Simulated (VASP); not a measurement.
# Li6I2NCl (Fm-3m) in VASP: further runs, part 2 of 2

VASP 6.6.1.

## (3) Single point, PBE

INCAR reads:

```
ALGO = Normal
EDIFF = 1E-6
ENCUT = 520
GGA = PE
ISIF = 2
ISMEAR = -5
LASPH = True
LCHARG = False
LREAL = False
LWAVE = False
NBANDS = 33
NELM = 80
PREC = Accurate
SIGMA = 0.1
```

KPOINTS reads:

```
k-points
0
Gamma
  4 4 4
```

POSCAR reads:

```
Li6I2NCl
1.0
    0.0000000000      4.5610290000      4.5610290000
    4.5610290000      0.0000000000      4.5610290000
    4.5610290000      4.5610290000      0.0000000000
Cl I N Li
1 2 1 6
Direct
    0.0000000000      0.0000000000      0.0000000000
    0.7500000000      0.7500000000      0.7500000000
    0.2500000000      0.2500000000      0.2500000000
    0.5000000000      0.5000000000      0.5000000000
    0.6834000000      0.3166000000      0.6834000000
    0.6834000000      0.3166000000      0.3166000000
    0.3166000000      0.6834000000      0.3166000000
    0.3166000000      0.6834000000      0.6834000000
    0.6834000000      0.6834000000      0.3166000000
    0.3166000000      0.3166000000      0.6834000000
```

Potentials or basis: VASP PAW PBE potentials, release 64 (Cl, I, N, Li_sv).

Started as:

```
> cat potpaw_PBE.64/Cl/POTCAR potpaw_PBE.64/I/POTCAR potpaw_PBE.64/N/POTCAR potpaw_PBE.64/Li_sv/POTCAR > POTCAR
> mpirun -np 1 vasp_std > vasp.out
```

OUTCAR:

```text
EDIFF = 1E-6
   ENCUT = 520
   GGA = PE
   ISIF = 2
   ISMEAR = -5
   LASPH = True
   LREAL = False
   NELM = 80
   PREC = Accurate

 ion  position               nearest neighbor table
   1  0.000  0.000  0.000-
   2  0.750  0.750  0.750-
   3  0.250  0.250  0.250-
   4  0.500  0.500  0.500-   5 1.67   6 1.67   7 1.67   8 1.67   9 1.67  10 1.67
   5  0.683  0.317  0.683-   4 1.67   6 2.37   8 2.37   9 2.37  10 2.37
   6  0.683  0.317  0.317-   4 1.67   5 2.37   7 2.37   9 2.37  10 2.37
   7  0.317  0.683  0.317-   4 1.67   6 2.37   8 2.37   9 2.37  10 2.37
   8  0.317  0.683  0.683-   4 1.67   5 2.37   7 2.37   9 2.37  10 2.37
   9  0.683  0.683  0.317-   4 1.67   5 2.37   6 2.37   7 2.37   8 2.37
  10  0.317  0.317  0.683-   4 1.67   5 2.37   6 2.37   7 2.37   8 2.37

  LATTYP: Found a face centered cubic cell.
 ALAT       =     9.1220580000

  Lattice vectors:

 A1 = (   0.0000000000,   4.5610290000,   4.5610290000)
 A2 = (   4.5610290000,   0.0000000000,   4.5610290000)
 A3 = (   4.5610290000,   4.5610290000,   0.0000000000)

Analysis of symmetry for initial positions (statically):
=====================================================================
 Subroutine PRICEL returns:
 Original cell was already a primitive cell.

 Routine SETGRP: Setting up the symmetry group for a
 face centered cubic supercell.

 Subroutine GETGRP returns: Found 48 space group operations
 (whereof 48 operations were pure point group operations)
 out of a pool of 48 trial point group operations.

The static configuration has the point symmetry O_h .

Analysis of symmetry for dynamics (positions and initial velocities):
=====================================================================
 Subroutine PRICEL returns:
 Original cell was already a primitive cell.

 Routine SETGRP: Setting up the symmetry group for a
 face centered cubic supercell.

 Subroutine GETGRP returns: Found 48 space group operations
 (whereof 48 operations were pure point group operations)
 out of a pool of 48 trial point group operations.

The dynamic configuration has the point symmetry O_h .

 Subroutine INISYM returns: Found 48 space group operations
 (whereof 48 operations are pure point group operations),
 and found     1 'primitive' translations

----------------------------------------------------------------------------------------

                                     Primitive cell

  volume of cell :     189.7660

  direct lattice vectors                    reciprocal lattice vectors
     0.000000000  4.561029000  4.561029000    -0.109624385  0.109624385  0.109624385
     4.561029000  0.000000000  4.561029000     0.109624385 -0.109624385  0.109624385
     4.561029000  4.561029000  0.000000000     0.109624385  0.109624385 -0.109624385

  length of vectors
     6.450269070  6.450269070  6.450269070     0.189875005  0.189875005  0.189875005

  position of ions in fractional coordinates (direct lattice)
     0.000000000  0.000000000  0.000000000
     0.750000000  0.750000000  0.750000000
     0.250000000  0.250000000  0.250000000
     0.500000000  0.500000000  0.500000000
     0.683400000  0.316600000  0.683400000
[... 53 lines left out ...]
  0.500000  0.250000  0.000000     24.000000
 -0.250000  0.250000  0.000000     12.000000
  0.500000  0.500000  0.000000      3.000000
 -0.250000  0.500000  0.250000      6.000000
   k-points           NKPTS =      8   k-points in BZ     NKDIM =      8   number of bands    NBANDS=     33
   number of dos      NEDOS =    301   number of ions     NIONS =     10
   total plane-waves  NPLWV = 110592
   dimension x,y,z NGX =    48 NGY =   48 NGZ =   48
   dimension x,y,z NGXF=    96 NGYF=   96 NGZF=   96
   ions per type =               1   2   1   6
   NGX,Y,Z   is equivalent  to a cutoff of  12.37, 12.37, 12.37 a.u.
   NGXF,Y,Z  is equivalent  to a cutoff of  24.74, 24.74, 24.74 a.u.
 SYSTEM =  unknown system
   PREC   = accura    normal or accurate (medium, high low for compatibility)
   ISTART =      0    job   : 0-new  1-cont  2-samecut
   ICHARG =      2    charge: 1-file 2-atom 10-const
   ISPIN  =      1    spin polarized calculation?
   LNONCOLLINEAR =      F non collinear calculations
   LSORBIT =      F    spin-orbit coupling
   LASPH  =      T    aspherical Exc in radial PAW
   ENCUT  =  520.0 eV  38.22 Ry    6.18 a.u.  11.99 11.99 11.99*2*pi/ulx,y,z
   NELM   =     80;   NELMIN=  2; NELMDL= -5     # of ELM steps
   EDIFF  = 0.1E-05   stopping-criterion for ELM
   LREAL  =      F    real-space projection
   EDIFFG = 0.1E-04   stopping-criterion for IOM
   NSW    =      0    number of steps for IOM
   IBRION =     -1    ionic relax: 0-MD 1-quasi-New 2-CG
   NFREE  =      0    steps in history (QN), initial steepest desc. (CG)
   ISIF   =      2    stress and relaxation
   ISYM   =      2    0-nonsym 1-usesym 2-fastsym
   POTIM  = 0.5000    time-step for ionic-motion
   TEBEG  =    0.0;   TEEND  =   0.0 temperature during run
   PSTRESS=    0.0 pullay stress
   NELECT =      44.0000    total number of electrons
   NUPDOWN=      -1.0000    fix difference up-down
   EMIN   =  10.00;   EMAX   =-10.00  energy-range for DOS
   EFERMI =   0.00;   METHOD = LEGACY
   ISMEAR =    -5;   SIGMA  =   0.10  broadening in eV -4-tet -1-fermi 0-gaus
   EFERMI_NEDOS =   21; number of points for ismear=-14 and -15
   IALGO  =     38    algorithm
   IMIX   =      4    mixing-type and parameters
     AMIX     =   0.40;   BMIX     =  1.00
     AMIX_MAG =   1.60;   BMIX_MAG =  1.00
  volume/ion in A,a.u.               =      18.98       128.06
  Fermi-wavevector in a.u.,A,eV,Ry     =   1.005741  1.900575 13.762501  1.011515
  Thomas-Fermi vector in A             =   2.138440
   LORBIT       =      0    0 simple, 1 ext, 2 COOP (PROOUT), +10 PAW based schemes
   GGA     = PE    functional components
   LHFCALC =     F    Hartree Fock is set to
   AEXX    =    0.0000 exact exchange contribution
   IVDW    =     0    specifies the selected vdW correction
   LEPSILON=     F    determine dielectric tensor
   LRPA    =     F    only Hartree local field effects (RPA)
 non-spin polarized calculation
 Fermi weights with tetrahedron method with Bloechl corrections
  energy-cutoff  :      520.00
  volume of cell :      189.77
 maximum number of plane-waves:      5124
   NGX = 23   NGY = 23   NGZ = 23

 number of electron      44.0000017 magnetization

 Free energy of the ion-electron system (eV)
  ---------------------------------------------------
  ext. energy  EPLUGINS =         0.00000000
  ---------------------------------------------------
  free energy    TOTEN  =       -32.63598016 eV

  energy without entropy =      -32.63598016  energy(sigma->0) =      -32.63598016

 E-fermi :   1.9017     XC(G=0):  -8.1851

 val. band max:        1.8438668283   @ k =   0.0000   0.0000   0.0000
 cond. band min:       5.1232187751   @ k =   0.0000   0.0000   0.0000
 fundamental gap:      3.2793519468
 Fermi energy:         1.9016975308

 k-point     1 :       0.0000    0.0000    0.0000
  band No.  band energies     occupation
      1     -42.3117      2.00000
      2     -42.2065      2.00000
      3     -42.2065      2.00000
      4     -42.2065      2.00000
      5     -42.1573      2.00000
      6     -42.1573      2.00000
[... 277 lines left out ...]
     32       9.0117      0.00000
     33       9.3515      0.00000

------------------------ aborting loop because EDIFF is reached ----------------------------------------

  FORCE on cell =-STRESS in cart. coord.  units (eV):
  Direction    XX          YY          ZZ          XY          YZ          ZX
  --------------------------------------------------------------------------------------
  -------------------------------------------------------------------------------------
  Total        8.0498018      8.0498018      8.0498018      0.0000000     -0.0000000      0.0000000
  in kB       67.9637403     67.9637403     67.9637403      0.0000000     -0.0000000      0.0000000
  external PRESSURE =      67.9637403 kB  Pullay stress =       0.0000000 kB

 VOLUME and BASIS-vectors are now :
 -----------------------------------------------------------------------------
  energy-cutoff  :      520.00
  volume of cell :      189.77
      direct lattice vectors                 reciprocal lattice vectors
     0.000000000  4.561029000  4.561029000    -0.109624385  0.109624385  0.109624385
     4.561029000  0.000000000  4.561029000     0.109624385 -0.109624385  0.109624385
     4.561029000  4.561029000  0.000000000     0.109624385  0.109624385 -0.109624385

 POSITION                                       TOTAL-FORCE (eV/Angst)
 -----------------------------------------------------------------------------------
      0.00000      0.00000      0.00000        -0.000000      0.000000     -0.000000
      6.84154      6.84154      6.84154        -0.000000      0.000000     -0.000000
      2.28051      2.28051      2.28051        -0.000000      0.000000      0.000000
      4.56103      4.56103      4.56103        -0.000000      0.000000     -0.000000
      4.56103      6.23401      4.56103        -0.000000      3.315106      0.000000
      2.88804      4.56103      4.56103        -3.315106      0.000000      0.000000
      4.56103      2.88804      4.56103        -0.000000     -3.315106      0.000000
      6.23401      4.56103      4.56103         3.315106      0.000000      0.000000
      4.56103      4.56103      6.23401        -0.000000      0.000000      3.315106
      4.56103      4.56103      2.88804        -0.000000      0.000000     -3.315106
 -----------------------------------------------------------------------------------
    total drift:                                0.000000     -0.000000      0.000000

  FREE ENERGIE OF THE ION-ELECTRON SYSTEM (eV)
  ---------------------------------------------------
  free  energy   TOTEN  =       -32.6359801631 eV

  energy  without entropy=      -32.6359801631  energy(sigma->0) =      -32.63598016
```

Run time: 89 s. Hardware: 1 thread of Intel Xeon Platinum 8488C (Sapphire Rapids), shared host; peak memory 0.34 GiB.

Results:

- Free energy: -32.6360 eV
- Largest force: 3.315 eV/Å
- Band gap on the k mesh: 3.28 eV

Forces in eV/Å, atoms in the order of the input:
```
Cl   0.000  0.000  0.000
I    0.000  0.000  0.000
I    0.000  0.000  0.000
N    0.000  0.000  0.000
Li   0.000  3.315  0.000
Li  -3.315  0.000  0.000
Li   0.000 -3.315  0.000
Li   3.315  0.000  0.000
Li   0.000  0.000  3.315
Li   0.000  0.000 -3.315
```

Levels at points of the mesh, in eV from the valence-band top:
| k point | band 18 | band 19 | band 20 | band 21 | band 22 | band 23 | band 24 | band 25 | band 26 | band 27 |
| --- | --- | --- | --- | --- | --- | --- | --- | --- | --- | --- |
| (0.00, 0.00, 0.00) | -1.49 | -1.49 | 0.00 | 0.00 | 0.00 | 3.28 | 4.66 | 4.66 | 5.75 | 5.75 |
| (0.50, 0.00, 0.00) | -1.29 | -1.27 | -0.34 | -0.12 | -0.12 | 4.93 | 5.29 | 5.76 | 5.77 | 5.77 |
| (0.50, 0.50, 0.00) | -1.28 | -1.04 | -0.54 | -0.03 | -0.03 | 3.82 | 4.38 | 4.94 | 5.18 | 5.44 |

Caveat: the cutoff is under 1.25 times the usual one of these potentials, so pressure, stress and relaxed cells hold a basis-set (Pulay) error; spin-orbit coupling is left out, which moves the levels of the heavy elements; forces of over 1 eV/Å act on the atoms, so gaps and moduli don't describe the material at rest.

## (4) Single point, PBE

INCAR reads:

```
SYSTEM = Li6I2NCl
ALGO     = Normal         ! electronic algorithm
EDIFF    = 1E-7           ! SCF threshold, eV
ENCUT    = 520            ! plane-wave cutoff, eV
GGA      = PE             ! functional
ISIF     = 2              ! what is computed and relaxed
ISMEAR   = -1             ! smearing method
LASPH    = .TRUE.         ! aspherical terms in the spheres
LCHARG   = .TRUE.         ! write CHGCAR
LELF     = .TRUE.         ! ELF
LREAL    = .FALSE.        ! projectors in reciprocal space
LVHAR    = .TRUE.       
LWAVE    = .FALSE.        ! write WAVECAR
NBANDS   = 33             ! bands
NELM     = 60             ! most SCF steps
PREC     = Accurate       ! precision mode
SIGMA    = 0.005          ! smearing width, eV
```

KPOINTS reads:

```
k-points
0
G
  4 4 4
  0 0 0
```

POSCAR is that of step 3.

Started as:

```
> cat potpaw_PBE.64/Cl/POTCAR potpaw_PBE.64/I/POTCAR potpaw_PBE.64/N/POTCAR potpaw_PBE.64/Li_sv/POTCAR > POTCAR
> mpirun -np 1 vasp_std > vasp.out
```

It took 1.8 min on 1 thread of Intel Xeon Platinum 8488C (Sapphire Rapids), shared host; peak memory 0.34 GiB.

It converged, with:

```yaml
Free_energy: -32.6360 eV
Largest_force: 3.315 eV/Å
Band_gap_on_the_k_mesh: 3.28 eV
```

Forces in eV/Å, atoms in the order of the input:
```
Cl   0.000  0.000  0.000
I    0.000  0.000  0.000
I    0.000  0.000  0.000
N    0.000  0.000  0.000
Li   0.000  3.315  0.000
Li  -3.315  0.000  0.000
Li   0.000 -3.315  0.000
Li   3.315  0.000  0.000
Li   0.000  0.000  3.315
Li   0.000  0.000 -3.315
```

Levels at points of the mesh, in eV from the valence-band top:
```tsv
k point	band 18	band 19	band 20	band 21	band 22	band 23	band 24	band 25	band 26	band 27
(0.00, 0.00, 0.00)	-1.49	-1.49	0.00	0.00	0.00	3.28	4.66	4.66	5.75	5.75
(0.50, 0.00, 0.00)	-1.29	-1.27	-0.34	-0.12	-0.12	4.93	5.29	5.76	5.77	5.77
(0.50, 0.50, 0.00)	-1.28	-1.04	-0.54	-0.03	-0.03	3.82	4.38	4.94	5.18	5.44
```

Caveat: the cutoff is under 1.25 times the usual one of these potentials, so pressure, stress and relaxed cells hold a basis-set (Pulay) error; spin-orbit coupling is left out, which moves the levels of the heavy elements; forces of over 1 eV/Å act on the atoms, so gaps and moduli don't describe the material at rest.

## (5) Single point, PBEsol

INCAR reads:

```
  PREC = Accurate
  ENCUT = 520
  EDIFF = 1E-6
  ISMEAR = -1
  SIGMA = 0.1
  LREAL = F
  LASPH = T
  NELM = 100
  ALGO = Normal
  ISIF = 2
  LWAVE = F
  LCHARG = F
  GGA = PS
  NBANDS = 33
```

KPOINTS reads:

```
Automatic mesh
0
Gamma
  4 4 4
```

POSCAR is that of step 4.

Started as:

```
> cat potpaw_PBE.64/Cl/POTCAR potpaw_PBE.64/I/POTCAR potpaw_PBE.64/N/POTCAR potpaw_PBE.64/Li_sv/POTCAR > POTCAR
> mpirun -np 1 vasp_std > vasp.out
```

It took 74 s on 1 thread of Intel Xeon Platinum 8488C (Sapphire Rapids), shared host; peak memory 0.35 GiB.

The run converged. Its results:

* Free energy: -33.9979 eV
* Largest force: 3.280 eV/Å
* Band gap on the k mesh: 3.15 eV

Forces on the atoms (eV/Å):
```
Cl   0.000  0.000  0.000
I    0.000  0.000  0.000
I    0.000  0.000  0.000
N    0.000  0.000  0.000
Li   0.000  3.280  0.000
Li  -3.280  0.000  0.000
Li   0.000 -3.280  0.000
Li   3.280  0.000  0.000
Li   0.000  0.000  3.280
Li   0.000  0.000 -3.280
```

Levels at points of the mesh, in eV from the valence-band top:
```tsv
k point	band 20	band 21	band 22	band 23	band 24	band 25
(0.00, 0.00, 0.00)	0.00	0.00	0.00	3.15	4.56	4.56
(0.50, 0.00, 0.00)	-0.35	-0.13	-0.13	4.84	5.18	5.70
(0.50, 0.50, 0.00)	-0.55	-0.03	-0.03	3.71	4.29	4.83
```

Caveat: the cutoff is under 1.25 times the usual one of these potentials, so pressure, stress and relaxed cells hold a basis-set (Pulay) error; the PAW data sets were made with another functional, which shifts forces and pressure a little; spin-orbit coupling is left out, which moves the levels of the heavy elements.

## (6) The runs side by side

```tsv
level	smearing	gap on the mesh (eV)	largest force (eV/Å)
PBE	fermi-dirac 0.1 eV	3.28	3.32
PBE	tetrahedron	3.28	3.32
PBE	fermi-dirac 0.005 eV	3.28	3.32
PBEsol	fermi-dirac 0.1 eV	3.15	3.28
```

Alike in all rows: task single point; potentials or basis VASP PAW PBE potentials, release 64 (Cl, I, N, Li_sv); no spin polarisation; cell as given; k mesh 4 × 4 × 4; cutoff (eV) 520.

On the cell as given the gap runs from 3.15 eV (PBEsol) to 3.28 eV (PBE).

Caveats: the cutoff is under 1.25 times the usual one of these potentials, so pressure, stress and relaxed cells hold a basis-set (Pulay) error; spin-orbit coupling is left out, which moves the levels of the heavy elements; forces of over 1 eV/Å act on the atoms, so gaps and moduli don't describe the material at rest (at least some runs); the PAW data sets were made with another functional, which shifts forces and pressure a little (at least some runs).

Total energies depend on the potentials used, so only differences within one code and one set of settings carry meaning.
